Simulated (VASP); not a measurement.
# ZnSe (Fm-3m) in VASP: further runs

Runs on ZnSe. Level: PBEsol. Tasks: single point.

All numbers are computed with VASP 6.6.1; they aren't measurements. Logs are shortened: lines on timing, memory, paths and dates and some standing lists are left out, and cuts for length are marked.

### 1 The cell of the first run

The structure is cubic, space group Fm-3m (No. 225). The conventional cell has a = 5.269 Å, b = 5.269 Å, c = 5.269 Å, α = 90.00°, β = 90.00°, γ = 90.00°. Se (site symmetry m-3m) has 6 Zn at 2.63 Å within 3.5 Å. Zn (site symmetry m-3m) has 6 Se at 2.63 Å within 3.5 Å.

### 2 Single point, PBEsol

Input file INCAR:

```
  PREC = Accurate
  ENCUT = 520
  EDIFF = 1E-7
  ISMEAR = 0
  SIGMA = 0.05
  LREAL = F
  LASPH = T
  NELM = 100
  ALGO = Normal
  ISIF = 2
  LWAVE = F
  LCHARG = F
  GGA = PS
  NBANDS = 16
```

Input file KPOINTS:

```
Automatic mesh
0
Gamma
  12 12 12
```

Input file POSCAR:

```
ZnSe
1.0
    0.0000000000      2.6345300585      2.6345300585
    2.6345300585      0.0000000000      2.6345300585
    2.6345300585      2.6345300585      0.0000000000
Se Zn
1 1
Direct
    0.0000000000      0.0000000000      0.0000000000
    0.5000000000      0.5000000000      0.5000000000
```

Potentials or basis: VASP PAW PBE potentials, release 64 (Se, Zn).

Launch:

```
cat potpaw_PBE.64/Se/POTCAR potpaw_PBE.64/Zn/POTCAR > POTCAR
mpirun -np 1 vasp_std > vasp.out
```

OUTCAR:

```text
PREC = Accurate
   ENCUT = 520
   EDIFF = 1E-7
   ISMEAR = 0
   LREAL = F
   LASPH = T
   NELM = 100
   ISIF = 2
   GGA = PS

 ion  position               nearest neighbor table
   1  0.000  0.000  0.000-   2 2.63   2 2.63   2 2.63   2 2.63   2 2.63   2 2.63
   2  0.500  0.500  0.500-   1 2.63   1 2.63   1 2.63   1 2.63   1 2.63   1 2.63

  LATTYP: Found a face centered cubic cell.
 ALAT       =     5.2690601170

  Lattice vectors:

 A1 = (   0.0000000000,   2.6345300585,   2.6345300585)
 A2 = (   2.6345300585,   0.0000000000,   2.6345300585)
 A3 = (   2.6345300585,   2.6345300585,   0.0000000000)

Analysis of symmetry for initial positions (statically):
=====================================================================
 Subroutine PRICEL returns:
 Original cell was already a primitive cell.

 Routine SETGRP: Setting up the symmetry group for a
 face centered cubic supercell.

 Subroutine GETGRP returns: Found 48 space group operations
 (whereof 48 operations were pure point group operations)
 out of a pool of 48 trial point group operations.

The static configuration has the point symmetry O_h .

Analysis of symmetry for dynamics (positions and initial velocities):
=====================================================================
 Subroutine PRICEL returns:
 Original cell was already a primitive cell.

 Routine SETGRP: Setting up the symmetry group for a
 face centered cubic supercell.

 Subroutine GETGRP returns: Found 48 space group operations
 (whereof 48 operations were pure point group operations)
 out of a pool of 48 trial point group operations.

The dynamic configuration has the point symmetry O_h .

 Subroutine INISYM returns: Found 48 space group operations
 (whereof 48 operations are pure point group operations),
 and found     1 'primitive' translations

----------------------------------------------------------------------------------------

                                     Primitive cell

  volume of cell :      36.5712

  direct lattice vectors                    reciprocal lattice vectors
     0.000000000  2.634530059  2.634530059    -0.189787168  0.189787168  0.189787168
     2.634530059  0.000000000  2.634530059     0.189787168 -0.189787168  0.189787168
     2.634530059  2.634530059  0.000000000     0.189787168  0.189787168 -0.189787168

  length of vectors
     3.725788139  3.725788139  3.725788139     0.328721018  0.328721018  0.328721018

  position of ions in fractional coordinates (direct lattice)
     0.000000000  0.000000000  0.000000000
     0.500000000  0.500000000  0.500000000

  ion indices of the primitive-cell ions
   primitive index   ion index
                 1           1
                 2           2

----------------------------------------------------------------------------------------

 KPOINTS: Automatic mesh

Automatic generation of k-mesh.
 Grid dimensions read from file:
 generate k-points for:   12   12   12

 Generating k-lattice:

  Cartesian coordinates                     Fractional coordinates (reciprocal lattice)
    -0.015815597  0.015815597  0.015815597     0.083333333  0.000000000  0.000000000
     0.015815597 -0.015815597  0.015815597     0.000000000  0.083333333  0.000000000
     0.015815597  0.015815597 -0.015815597     0.000000000  0.000000000  0.083333333

  Length of vectors
     0.027393418  0.027393418  0.027393418

  Shift w.r.t. Gamma in fractional coordinates (k-lattice)
     0.000000000  0.000000000  0.000000000

 Subroutine IBZKPT returns following result:
 ===========================================

 Found     72 irreducible k-points:

 Following reciprocal coordinates:
            Coordinates               Weight
  0.000000  0.000000  0.000000      1.000000
  0.083333  0.000000  0.000000      8.000000
  0.166667  0.000000  0.000000      8.000000
  0.250000  0.000000  0.000000      8.000000
  0.333333  0.000000  0.000000      8.000000
  0.416667  0.000000  0.000000      8.000000
[... 16 lines left out ...]
  0.500000  0.166667  0.000000     24.000000
 -0.416667  0.166667  0.000000     24.000000
 [... further k-points ...]
   k-points           NKPTS =     72   k-points in BZ     NKDIM =     72   number of bands    NBANDS=     16
   number of dos      NEDOS =    301   number of ions     NIONS =      2
   total plane-waves  NPLWV =  21952
   dimension x,y,z NGX =    28 NGY =   28 NGZ =   28
   dimension x,y,z NGXF=    56 NGYF=   56 NGZF=   56
   ions per type =               1   1
   NGX,Y,Z   is equivalent  to a cutoff of  12.49, 12.49, 12.49 a.u.
   NGXF,Y,Z  is equivalent  to a cutoff of  24.99, 24.99, 24.99 a.u.
 SYSTEM =  unknown system
   PREC   = accura    normal or accurate (medium, high low for compatibility)
   ISTART =      0    job   : 0-new  1-cont  2-samecut
   ICHARG =      2    charge: 1-file 2-atom 10-const
   ISPIN  =      1    spin polarized calculation?
   LNONCOLLINEAR =      F non collinear calculations
   LSORBIT =      F    spin-orbit coupling
   LASPH  =      T    aspherical Exc in radial PAW
   ENCUT  =  520.0 eV  38.22 Ry    6.18 a.u.   6.93  6.93  6.93*2*pi/ulx,y,z
   NELM   =    100;   NELMIN=  2; NELMDL= -5     # of ELM steps
   EDIFF  = 0.1E-06   stopping-criterion for ELM
   LREAL  =      F    real-space projection
   EDIFFG = 0.1E-05   stopping-criterion for IOM
   NSW    =      0    number of steps for IOM
   IBRION =     -1    ionic relax: 0-MD 1-quasi-New 2-CG
   NFREE  =      0    steps in history (QN), initial steepest desc. (CG)
   ISIF   =      2    stress and relaxation
   ISYM   =      2    0-nonsym 1-usesym 2-fastsym
   POTIM  = 0.5000    time-step for ionic-motion
   TEBEG  =    0.0;   TEEND  =   0.0 temperature during run
   PSTRESS=    0.0 pullay stress
   NELECT =      18.0000    total number of electrons
   NUPDOWN=      -1.0000    fix difference up-down
   EMIN   =  10.00;   EMAX   =-10.00  energy-range for DOS
   EFERMI =   0.00;   METHOD = LEGACY
   ISMEAR =     0;   SIGMA  =   0.05  broadening in eV -4-tet -1-fermi 0-gaus
   EFERMI_NEDOS =   21; number of points for ismear=-14 and -15
   IALGO  =     38    algorithm
   IMIX   =      4    mixing-type and parameters
     AMIX     =   0.40;   BMIX     =  1.00
     AMIX_MAG =   1.60;   BMIX_MAG =  1.00
  volume/ion in A,a.u.               =      18.29       123.40
  Fermi-wavevector in a.u.,A,eV,Ry     =   1.292565  2.442594 22.731596  1.670725
  Thomas-Fermi vector in A             =   2.424265
   LORBIT       =      0    0 simple, 1 ext, 2 COOP (PROOUT), +10 PAW based schemes
   GGA     = PS    functional components
   LHFCALC =     F    Hartree Fock is set to
   AEXX    =    0.0000 exact exchange contribution
   IVDW    =     0    specifies the selected vdW correction
   LEPSILON=     F    determine dielectric tensor
   LRPA    =     F    only Hartree local field effects (RPA)
 non-spin polarized calculation
 Gauss-broadening in eV      SIGMA  =   0.05
  energy-cutoff  :      520.00
  volume of cell :       36.57
 maximum number of plane-waves:      1004
   NGX = 13   NGY = 13   NGZ = 13

 number of electron      18.0000003 magnetization

 Free energy of the ion-electron system (eV)
  ---------------------------------------------------
  ext. energy  EPLUGINS =         0.00000000
  ---------------------------------------------------
  free energy    TOTEN  =        -6.25932063 eV

  energy without entropy =       -6.25803548  energy(sigma->0) =       -6.25867805

 E-fermi :   3.5069     XC(G=0): -10.8414

 val. band max:        3.4995473519   @ k =  -0.2500   0.0833   0.0000
 cond. band min:       3.5143440371   @ k =  -0.2500   0.1667   0.0000
 fundamental gap:      0.0147966851
 Fermi energy:         3.5068701546

 k-point     1 :       0.0000    0.0000    0.0000
  band No.  band energies     occupation
      1     -10.7094      2.00000
      2      -3.1823      2.00000
      3      -3.1823      2.00000
      4      -3.1638      2.00000
      5      -3.1638      2.00000
      6      -3.1638      2.00000
[... 8 lines left out ...]
     15      13.5255      0.00000
     16      13.5255      0.00000

 k-point     2 :       0.0833    0.0000    0.0000
  band No.  band energies     occupation
      1     -10.6327      2.00000
      2      -3.2002      2.00000
      3      -3.2002      2.00000
      4      -3.1721      2.00000
      5      -3.1567      2.00000
      6      -3.1567      2.00000
[... 8 lines left out ...]
     15      12.9111      0.00000
     16      13.4490      0.00000

 k-point     3 :       0.1667    0.0000    0.0000
  band No.  band energies     occupation
      1     -10.4104      2.00000
      2      -3.2522      2.00000
      3      -3.2522      2.00000
      4      -3.2026      2.00000
      5      -3.1334      2.00000
      6      -3.1334      2.00000
[... 8 lines left out ...]
     15      13.1272      0.00000
     16      13.1714      0.00000

 k-point     4 :       0.2500    0.0000    0.0000
  band No.  band energies     occupation
      1     -10.0686      2.00000
      2      -3.3225      2.00000
      3      -3.3225      2.00000
      4      -3.2788      2.00000
      5      -3.1007      2.00000
      6      -3.1007      2.00000
[... 8 lines left out ...]
     15      14.0123      0.00000
     16      14.0123      0.00000

 k-point     5 :       0.3333    0.0000    0.0000
  band No.  band energies     occupation
      1      -9.6646      2.00000
      2      -3.4573      2.00000
      3      -3.3915      2.00000
      4      -3.3915      2.00000
      5      -3.0675      2.00000
      6      -3.0675      2.00000
[... 8 lines left out ...]
     15      15.2463      0.00000
     16      15.2463      0.00000

 k-point     6 :       0.4167    0.0000    0.0000
  band No.  band energies     occupation
      1      -9.3081      2.00000
      2      -3.7524      2.00000
      3      -3.4411      2.00000
      4      -3.4411      2.00000
      5      -3.0431      2.00000
      6      -3.0431      2.00000
[... 8 lines left out ...]
     15      16.7256      0.00000
     16      16.7256      0.00000

 k-point     7 :       0.5000    0.0000    0.0000
  band No.  band energies     occupation
      1      -9.1586      2.00000
      2      -3.9182      2.00000
      3      -3.4591      2.00000
      4      -3.4591      2.00000
      5      -3.0340      2.00000
      6      -3.0340      2.00000
[... 8 lines left out ...]
     15      17.8571      0.00000
     16      17.8571      0.00000

 k-point     8 :       0.0833    0.0833    0.0000
  band No.  band energies     occupation
      1     -10.6077      2.00000
      2      -3.2284      2.00000
      3      -3.1776      2.00000
      4      -3.1717      2.00000
      5      -3.1582      2.00000
      6      -3.1582      2.00000
[... 8 lines left out ...]
     15      14.1043      0.00000
     16      14.1043      0.00000

 k-point     9 :       0.1667    0.0833    0.0000
  band No.  band energies     occupation
      1     -10.4354      2.00000
      2      -3.2862      2.00000
      3      -3.2025      2.00000
      4      -3.1887      2.00000
      5      -3.1452      2.00000
      6      -3.1345      2.00000
[... 8 lines left out ...]
     15      14.1097      0.00000
     16      14.1954      0.00000
[... 172 lines left out ...]
 k-point    19 :       0.1667    0.1667    0.0000
  band No.  band energies     occupation
      1     -10.3188      2.00000
      2      -3.3460      2.00000
      3      -3.1934      2.00000
      4      -3.1647      2.00000
      5      -3.1393      2.00000
      6      -3.1393      2.00000
[... 8 lines left out ...]
     15      15.4980      0.00000
     16      15.4980      0.00000

 k-point    20 :       0.2500    0.1667    0.0000
  band No.  band energies     occupation
      1     -10.0749      2.00000
      2      -3.4147      2.00000
      3      -3.2135      2.00000
      4      -3.1945      2.00000
      5      -3.1211      2.00000
      6      -3.1019      2.00000
[... 8 lines left out ...]
     15      15.6551      0.00000
     16      15.8539      0.00000

 k-point    21 :       0.3333    0.1667    0.0000
  band No.  band energies     occupation
      1      -9.7396      2.00000
      2      -3.4799      2.00000
      3      -3.2547      2.00000
      4      -3.2527      2.00000
      5      -3.0956      2.00000
      6      -3.0621      2.00000
[... 8 lines left out ...]
     15      16.2435      0.00000
     16      16.5251      0.00000

 k-point    22 :       0.4167    0.1667    0.0000
  band No.  band energies     occupation
      1      -9.3831      2.00000
      2      -3.5419      2.00000
      3      -3.3236      2.00000
      4      -3.3220      2.00000
      5      -3.0662      2.00000
      6      -3.0351      2.00000
[... 8 lines left out ...]
     15      17.2305      0.00000
     16      17.7998      0.00000

 k-point    23 :       0.5000    0.1667    0.0000
  band No.  band energies     occupation
      1      -9.1200      2.00000
      2      -3.6337      2.00000
      3      -3.3838      2.00000
      4      -3.3766      2.00000
      5      -3.0395      2.00000
      6      -3.0261      2.00000
[... 8 lines left out ...]
     15      17.7538      0.00000
     16      18.0586      0.00000

 k-point    24 :      -0.4167    0.1667    0.0000
  band No.  band energies     occupation
      1      -9.0742      2.00000
      2      -3.6923      2.00000
      3      -3.4210      2.00000
      4      -3.3542      2.00000
      5      -3.0355      2.00000
      6      -3.0229      2.00000
[... 8 lines left out ...]
     15      16.4626      0.00000
     16      16.7892      0.00000

 [... further k-points ...]
[... 5 lines left out ...]
  --------------------------------------------------------------------------------------
  -------------------------------------------------------------------------------------
  Total        0.0859613      0.0859613      0.0859613      0.0000000     -0.0000000     -0.0000000
  in kB        3.7659441      3.7659441      3.7659441      0.0000000     -0.0000000     -0.0000000
  external PRESSURE =       3.7659441 kB  Pullay stress =       0.0000000 kB

 VOLUME and BASIS-vectors are now :
 -----------------------------------------------------------------------------
  energy-cutoff  :      520.00
  volume of cell :       36.57
      direct lattice vectors                 reciprocal lattice vectors
     0.000000000  2.634530059  2.634530059    -0.189787168  0.189787168  0.189787168
     2.634530059  0.000000000  2.634530059     0.189787168 -0.189787168  0.189787168
     2.634530059  2.634530059  0.000000000     0.189787168  0.189787168 -0.189787168

 POSITION                                       TOTAL-FORCE (eV/Angst)
 -----------------------------------------------------------------------------------
      0.00000      0.00000      0.00000        -0.000000      0.000000     -0.000000
      2.63453      2.63453      2.63453         0.000000     -0.000000      0.000000
 -----------------------------------------------------------------------------------
    total drift:                                0.000000      0.000000      0.000000

  FREE ENERGIE OF THE ION-ELECTRON SYSTEM (eV)
  ---------------------------------------------------
  free  energy   TOTEN  =        -6.2593206262 eV

  energy  without entropy=       -6.2580354790  energy(sigma->0) =       -6.25867805
```

Run time: 54 s. Hardware: 1 thread of AMD EPYC 7R13, shared host; peak memory 0.16 GiB.

What came out:

- Free energy: -6.2593 eV
- Pressure: 0.4 GPa
- Band gap on the k mesh: zero (band 9 reaches 3.57 eV, above the bottom of band 10 at 2.42 eV)

Levels at points of the mesh, in eV from the Fermi level:
| k point | band 6 | band 7 | band 8 | band 9 | band 10 | band 11 | band 12 | band 13 |
| --- | --- | --- | --- | --- | --- | --- | --- | --- |
| (0.00, 0.00, 0.00) | -6.67 | -0.50 | -0.50 | -0.50 | 0.96 | 8.54 | 8.54 | 8.54 |
| (0.50, 0.00, 0.00) | -6.54 | -5.81 | -0.10 | -0.10 | 3.20 | 4.89 | 4.89 | 6.56 |
| (0.50, 0.50, 0.00) | -6.15 | -5.42 | -2.63 | -2.63 | -1.09 | 4.76 | 11.59 | 11.59 |

Caveat: the PAW data sets were made with another functional, which shifts forces and pressure a little.

(Continued in part 2 of 2.)
